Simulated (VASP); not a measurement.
Crystal: Fe.

```xyz
1
Lattice="0.0000 1.7635 1.7635 1.7635 0.0000 1.7635 1.7635 1.7635 0.0000" Properties=species:S:1:pos:R:3 pbc="T T T"
Fe    0.0000    0.0000    0.0000
```

Base run:

| Item | Value |
| --- | --- |
| Program | VASP 6.6.1 |
| Functional | PBE |
| Potentials or basis | VASP PAW PBE potentials, release 64 (Fe) |
| Cutoff | 520 eV |
| k mesh | 11 × 11 × 11 |
| Occupations | fermi-dirac, width 0.1 eV |
| Spin | collinear spin, ferromagnetic start |
| Starting moments | [2.32] μB |
| Fixed moment | 2.32 μB |

Its results: pressure 15.2 GPa; site moments Fe +2.30 μB.

Task: The run is repeated on the same cell with these changes: fixed moment from 2.32 μB to 2.65 μB; moments at the start from [2.32] to [2.65]. What comes out?

Result: Pressure 24.0 GPa; site moments Fe +2.62 μB.

Caveats: the total moment is fixed, so each spin has its own Fermi level.
